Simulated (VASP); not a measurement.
# WSe2 (P6_3/mmc) in VASP: electric field gradients with PBEsol

Aim: the electric field gradients of WSe2 with PBEsol.

All numbers are computed with VASP 6.6.1; they aren't measurements. Logs are shortened: lines on timing, memory, paths and dates and some standing lists are left out, and cuts for length are marked.

**Experimental background.**

“Time-resolved XUV ARPES with tunable 24–33 eV laser pulses at 30 meV resolution”, 2019, pmc:6684652 reports, for a bulk crystal of WSe2: band gap 1.3 eV (indirect).

How close the calculation comes is told below.

### 1 The cell of the first run

Symmetry: P6_3/mmc, No. 194, hexagonal system. The conventional cell has a = 3.290 Å, b = 3.290 Å, c = 12.970 Å, α = 90.00°, β = 90.00°, γ = 120.00°. W (site symmetry -6m2) has 6 Se at 2.53 Å and 6 W at 3.29 Å within 3.3 Å. Se (site symmetry 3m) has 3 W at 2.53 Å and 7 Se at 3.29 to 3.35 Å within 3.4 Å.

### 2 Electric field gradients, PBEsol

File INCAR:

```
SYSTEM = WSe2
PREC     = Accurate       ! precision mode
ENCUT    = 520            ! plane-wave cutoff, eV
EDIFF    = 1E-8           ! SCF threshold, eV
ISMEAR   = -1             ! smearing method
SIGMA    = 0.08           ! smearing width, eV
LREAL    = .False.        ! projectors in reciprocal space
LASPH    = .True.         ! aspherical terms in the spheres
NELM     = 60             ! most SCF steps
ALGO     = Normal         ! electronic algorithm
ISIF     = 2              ! what is computed and relaxed
LWAVE    = .False.        ! write WAVECAR
LCHARG   = .False.        ! write CHGCAR
GGA      = PS             ! functional
LEFG     = .True.       
NBANDS   = 35             ! bands
```

File KPOINTS:

```
Automatic mesh
0
Gamma
  11 11 3
  0 0 0
```

File POSCAR:

```
WSe2
1.0
    3.2899984505      0.0000000000      0.0000000000
   -1.6449992252      2.8492222365      0.0000000000
    0.0000000000      0.0000000000     12.9700000000
W Se
2 4
Direct
    0.3333333333      0.6666666667      0.2500000000
    0.6666666667      0.3333333333      0.7500000000
    0.3333333333      0.6666666667      0.6210000000
    0.6666666667      0.3333333333      0.1210000000
    0.3333333333      0.6666666667      0.8790000000
    0.6666666667      0.3333333333      0.3790000000
```

Potentials or basis: VASP PAW PBE potentials, release 64 (W_sv, Se).

Run with:

```
> cat potpaw_PBE.64/W_sv/POTCAR potpaw_PBE.64/Se/POTCAR > POTCAR
> mpirun -np 1 vasp_std > vasp.out
```

OUTCAR:

```text
SYSTEM = WSe2
   PREC = Accurate
   ENCUT = 520
   EDIFF = 1E-8
   ISMEAR = -1
   LREAL = .False.
   LASPH = .True.
   NELM = 60
   ISIF = 2
   GGA = PS

 ion  position               nearest neighbor table
   1  0.333  0.667  0.250-   4 2.53   6 2.53   4 2.53   6 2.53   4 2.53   6 2.53
   2  0.667  0.333  0.750-   3 2.53   5 2.53   3 2.53   5 2.53   3 2.53   5 2.53
   3  0.333  0.667  0.621-   2 2.53   2 2.53   2 2.53
   4  0.667  0.333  0.121-   1 2.53   1 2.53   1 2.53
   5  0.333  0.667  0.879-   2 2.53   2 2.53   2 2.53
   6  0.667  0.333  0.379-   1 2.53   1 2.53   1 2.53

  LATTYP: Found a hexagonal cell.
 ALAT       =     3.2899984505
 C/A-ratio  =     3.9422510968

  Lattice vectors:

 A1 = (   3.2899984505,   0.0000000000,   0.0000000000)
 A2 = (  -1.6449992252,   2.8492222365,   0.0000000000)
 A3 = (   0.0000000000,   0.0000000000,  12.9700000000)

Analysis of symmetry for initial positions (statically):
=====================================================================
 Subroutine PRICEL returns:
 Original cell was already a primitive cell.

 Routine SETGRP: Setting up the symmetry group for a
 hexagonal supercell.

 Subroutine GETGRP returns: Found 24 space group operations
 (whereof 12 operations were pure point group operations)
 out of a pool of 24 trial point group operations.

The static configuration has the point symmetry D_3d.
 The point group associated with its full space group is D_6h.

Analysis of symmetry for dynamics (positions and initial velocities):
=====================================================================
 Subroutine PRICEL returns:
 Original cell was already a primitive cell.

 Routine SETGRP: Setting up the symmetry group for a
 hexagonal supercell.

 Subroutine GETGRP returns: Found 24 space group operations
 (whereof 12 operations were pure point group operations)
 out of a pool of 24 trial point group operations.

The dynamic configuration has the point symmetry D_3d.
 The point group associated with its full space group is D_6h.

 Subroutine INISYM returns: Found 24 space group operations
 (whereof 12 operations are pure point group operations),
 and found     1 'primitive' translations

----------------------------------------------------------------------------------------

                                     Primitive cell

  volume of cell :     121.5800

  direct lattice vectors                    reciprocal lattice vectors
     3.289998451  0.000000000  0.000000000     0.303951511  0.175486487  0.000000000
    -1.644999225  2.849222237  0.000000000     0.000000000  0.350972973  0.000000000
     0.000000000  0.000000000 12.970000000     0.000000000  0.000000000  0.077101002

  length of vectors
     3.289998451  3.289998450 12.970000000     0.350972973  0.350972973  0.077101002

  position of ions in fractional coordinates (direct lattice)
     0.333333333  0.666666667  0.250000000
     0.666666667  0.333333333  0.750000000
     0.333333333  0.666666667  0.621000000
     0.666666667  0.333333333  0.121000000
     0.333333333  0.666666667  0.879000000
     0.666666667  0.333333333  0.379000000

  ion indices of the primitive-cell ions
   primitive index   ion index
                 1           1
                 2           2
                 3           3
                 4           4
                 5           5
                 6           6

----------------------------------------------------------------------------------------

 KPOINTS: Automatic mesh

Automatic generation of k-mesh.
 Grid dimensions read from file:
 generate k-points for:   11   11    3

 Generating k-lattice:

  Cartesian coordinates                     Fractional coordinates (reciprocal lattice)
     0.027631956  0.015953317  0.000000000     0.090909091  0.000000000  0.000000000
     0.000000000  0.031906634  0.000000000     0.000000000  0.090909091  0.000000000
     0.000000000  0.000000000  0.025700334     0.000000000  0.000000000  0.333333333

  Length of vectors
     0.031906634  0.031906634  0.025700334

  Shift w.r.t. Gamma in fractional coordinates (k-lattice)
     0.000000000  0.000000000  0.000000000

 Subroutine IBZKPT returns following result:
 ===========================================

 Found     32 irreducible k-points:

 Following reciprocal coordinates:
            Coordinates               Weight
  0.000000  0.000000  0.000000      1.000000
  0.090909 -0.000000  0.000000      6.000000
  0.181818  0.000000  0.000000      6.000000
  0.272727  0.000000  0.000000      6.000000
  0.363636 -0.000000  0.000000      6.000000
  0.454545 -0.000000  0.000000      6.000000
[... 16 lines left out ...]
  0.090909  0.090909  0.333333     12.000000
  0.181818  0.090909  0.333333     24.000000
 [... further k-points ...]
   k-points           NKPTS =     32   k-points in BZ     NKDIM =     32   number of bands    NBANDS=     35
   number of dos      NEDOS =    301   number of ions     NIONS =      6
   total plane-waves  NPLWV =  55296
   dimension x,y,z NGX =    24 NGY =   24 NGZ =   96
   dimension x,y,z NGXF=    48 NGYF=   48 NGZF=  192
   ions per type =               2   4
   NGX,Y,Z   is equivalent  to a cutoff of  12.13, 12.13, 12.31 a.u.
   NGXF,Y,Z  is equivalent  to a cutoff of  24.25, 24.25, 24.61 a.u.
 SYSTEM =  WSe2
   PREC   = accura    normal or accurate (medium, high low for compatibility)
   ISTART =      0    job   : 0-new  1-cont  2-samecut
   ICHARG =      2    charge: 1-file 2-atom 10-const
   ISPIN  =      1    spin polarized calculation?
   LNONCOLLINEAR =      F non collinear calculations
   LSORBIT =      F    spin-orbit coupling
   LASPH  =      T    aspherical Exc in radial PAW
   ENCUT  =  520.0 eV  38.22 Ry    6.18 a.u.   6.12  6.12 24.12*2*pi/ulx,y,z
   NELM   =     60;   NELMIN=  2; NELMDL= -5     # of ELM steps
   EDIFF  = 0.1E-07   stopping-criterion for ELM
   LREAL  =      F    real-space projection
   EDIFFG = 0.1E-06   stopping-criterion for IOM
   NSW    =      0    number of steps for IOM
   IBRION =     -1    ionic relax: 0-MD 1-quasi-New 2-CG
   NFREE  =      0    steps in history (QN), initial steepest desc. (CG)
   ISIF   =      2    stress and relaxation
   ISYM   =      2    0-nonsym 1-usesym 2-fastsym
   POTIM  = 0.5000    time-step for ionic-motion
   TEBEG  =    0.0;   TEEND  =   0.0 temperature during run
   PSTRESS=    0.0 pullay stress
   NELECT =      52.0000    total number of electrons
   NUPDOWN=      -1.0000    fix difference up-down
   EMIN   =  10.00;   EMAX   =-10.00  energy-range for DOS
   EFERMI =   0.00;   METHOD = LEGACY
   ISMEAR =    -1;   SIGMA  =   0.08  broadening in eV -4-tet -1-fermi 0-gaus
   EFERMI_NEDOS =   21; number of points for ismear=-14 and -15
   IALGO  =     38    algorithm
   IMIX   =      4    mixing-type and parameters
     AMIX     =   0.40;   BMIX     =  1.00
     AMIX_MAG =   1.60;   BMIX_MAG =  1.00
  volume/ion in A,a.u.               =      20.26       136.74
  Fermi-wavevector in a.u.,A,eV,Ry     =   1.233451  2.330885 20.699927  1.521402
  Thomas-Fermi vector in A             =   2.368181
   LORBIT       =      0    0 simple, 1 ext, 2 COOP (PROOUT), +10 PAW based schemes
   GGA     = PS    functional components
   LHFCALC =     F    Hartree Fock is set to
   AEXX    =    0.0000 exact exchange contribution
   IVDW    =     0    specifies the selected vdW correction
   LEPSILON=     F    determine dielectric tensor
   LRPA    =     F    only Hartree local field effects (RPA)
 non-spin polarized calculation
  energy-cutoff  :      520.00
  volume of cell :      121.58
 maximum number of plane-waves:      3310
   NGX = 13   NGY = 13   NGZ = 49

 number of electron      51.9999991 magnetization

 Free energy of the ion-electron system (eV)
  ---------------------------------------------------
  ext. energy  EPLUGINS =         0.00000000
  ---------------------------------------------------
  free energy    TOTEN  =       -46.54285934 eV

  energy without entropy =      -46.54273915  energy(sigma->0) =      -46.54279924

 E-fermi :   6.5455     XC(G=0): -10.9110

 val. band max:        6.1340562885   @ k =   0.0000   0.0000   0.0000
 cond. band min:       7.0431213587   @ k =   0.1818   0.1818   0.0000
 fundamental gap:      0.9090650702
 Fermi energy:         6.5455415195

 k-point     1 :       0.0000    0.0000    0.0000
  band No.  band energies     occupation
      1     -68.1584      2.00000
      2     -68.1584      2.00000
      3     -32.4071      2.00000
      4     -32.4071      2.00000
      5     -32.2759      2.00000
      6     -32.2759      2.00000
[... 27 lines left out ...]
     34       9.0887      0.00000
     35      10.5408      0.00000

 k-point     2 :       0.0909   -0.0000    0.0000
  band No.  band energies     occupation
      1     -68.1576      2.00000
      2     -68.1576      2.00000
      3     -32.4035      2.00000
      4     -32.4035      2.00000
      5     -32.2948      2.00000
      6     -32.2948      2.00000
[... 27 lines left out ...]
     34       9.0641      0.00000
     35      11.2698      0.00000
[... 796 lines left out ...]
     34       9.4531      0.00000
     35      12.2759      0.00000

 k-point    24 :       0.1818    0.0909    0.3333
  band No.  band energies     occupation
      1     -68.1535      2.00000
      2     -68.1535      2.00000
      3     -32.3857      2.00000
      4     -32.3857      2.00000
      5     -32.3832      2.00000
      6     -32.3832      2.00000
[... 27 lines left out ...]
     34       9.9897      0.00000
     35      12.8184      0.00000

 [... further k-points ...]
[... 5 lines left out ...]
  --------------------------------------------------------------------------------------
  -------------------------------------------------------------------------------------
  Total       -0.9442838     -0.9442838     -0.0186310     -0.0000000      0.0000000     -0.0000000
  in kB      -12.4437461    -12.4437461     -0.2455184     -0.0000000      0.0000000     -0.0000000
  external PRESSURE =      -8.3776702 kB  Pullay stress =       0.0000000 kB

 VOLUME and BASIS-vectors are now :
 -----------------------------------------------------------------------------
  energy-cutoff  :      520.00
  volume of cell :      121.58
      direct lattice vectors                 reciprocal lattice vectors
     3.289998451  0.000000000  0.000000000     0.303951511  0.175486487  0.000000000
    -1.644999225  2.849222237  0.000000000     0.000000000  0.350972973  0.000000000
     0.000000000  0.000000000 12.970000000     0.000000000  0.000000000  0.077101002

 POSITION                                       TOTAL-FORCE (eV/Angst)
 -----------------------------------------------------------------------------------
     -0.00000      1.89948      3.24250        -0.000000      0.000000      0.000000
      1.64500      0.94974      9.72750         0.000000     -0.000000      0.000000
     -0.00000      1.89948      8.05437        -0.000000      0.000000      0.071291
      1.64500      0.94974      1.56937        -0.000000     -0.000000      0.071291
     -0.00000      1.89948     11.40063         0.000000      0.000000     -0.071291
      1.64500      0.94974      4.91563        -0.000000     -0.000000     -0.071291
 -----------------------------------------------------------------------------------
    total drift:                               -0.000000      0.000000     -0.000000

  FREE ENERGIE OF THE ION-ELECTRON SYSTEM (eV)
  ---------------------------------------------------
  free  energy   TOTEN  =       -46.5428593360 eV

  energy  without entropy=      -46.5427391507  energy(sigma->0) =      -46.54279924

 Electric field gradients (V/A^2)
---------------------------------------------------------------------
 ion       V_xx      V_yy      V_zz      V_xy      V_xz      V_yz
---------------------------------------------------------------------
   1      76.153    76.154  -152.307     0.001     0.000     0.000
   2      76.153    76.154  -152.307     0.001    -0.000     0.000
   3      37.413    37.412   -74.825    -0.000    -0.000     0.000
   4      37.413    37.412   -74.825    -0.000     0.000    -0.000
   5      37.413    37.412   -74.825    -0.000     0.000    -0.000
   6      37.413    37.412   -74.825    -0.000    -0.000     0.000
---------------------------------------------------------------------

 Electric field gradients after diagonalization (V/A^2)
 (convention: |V_zz| > |V_xx| > |V_yy|)
----------------------------------------------------------------------
 ion       V_xx      V_yy      V_zz     asymmetry (V_yy - V_xx)/ V_zz
----------------------------------------------------------------------
   1      76.154    76.153  -152.307       0.000
   2      76.154    76.153  -152.307       0.000
   3      37.413    37.412   -74.825       0.000
   4      37.413    37.412   -74.825       0.000
   5      37.413    37.412   -74.825       0.000
   6      37.413    37.412   -74.825       0.000
----------------------------------------------------------------------

           NMR quadrupolar parameters

 Cq : quadrupolar parameter    Cq=e*Q*V_zz/h
 eta: asymmetry parameters     (V_yy - V_xx)/ V_zz
 Q  : nuclear electric quadrupole moment in mb (millibarn)
----------------------------------------------------------------------
 ion       Cq(MHz)       eta       Q (mb)
----------------------------------------------------------------------
   1      -0.368       0.000       1.000
   2      -0.368       0.000       1.000
   3      -0.181       0.000       1.000
   4      -0.181       0.000       1.000
   5      -0.181       0.000       1.000
   6      -0.181       0.000       1.000
----------------------------------------------------------------------
```

Wall time 2.3 min (1 thread of AMD EPYC 7R43 (Zen 3), shared host); peak memory 0.24 GiB.

What came out:

| Item | Value |
| --- | --- |
| Free energy | -46.5429 eV |
| Pressure | -0.8 GPa |
| Largest force | 0.071 eV/Å |
| Band gap on the k mesh | 0.91 eV (least direct gap 1.73 eV) |
| Largest electric field gradient by atom | W -152.3; Se -74.8 V/Å² |

Forces on the atoms (eV/Å):
```
W    0.000  0.000  0.000
W    0.000  0.000  0.000
Se   0.000  0.000  0.071
Se   0.000  0.000  0.071
Se   0.000  0.000 -0.071
Se   0.000  0.000 -0.071
```

Electric field gradients, principal values (V/Å²):
```
atom   least  middle  greatest (by size)
 1 W  76.153  76.154            -152.307
 2 W  76.153  76.154            -152.307
3 Se  37.412  37.413             -74.825
4 Se  37.412  37.413             -74.825
5 Se  37.412  37.413             -74.825
6 Se  37.412  37.413             -74.825
```

Caveat: without QUAD_EFG the Cq values of the log hold for a quadrupole moment of 1 mb, not for the nuclei; the PAW data sets were made with another functional, which shifts forces and pressure a little; spin-orbit coupling is left out, which moves the levels of the heavy elements; this functional lacks dispersion, which binds layers or chains, so the pressure and a relaxed spacing across them are unreliable.

### 3 How close it comes

Step 2. Against the measured gap of WSe2, 1.3 eV (indirect; “Time-resolved XUV ARPES with tunable 24–33 eV laser pulses at 30 meV resolution”, 2019, pmc:6684652), the calculated 0.91 eV is off by -0.39 eV. Spin-orbit coupling on Se, W is left out. The value is that of PBEsol on a finite k mesh, which can miss the band edges, without temperature or zero-point motion. Semilocal functionals fall short of measured gaps as a rule.
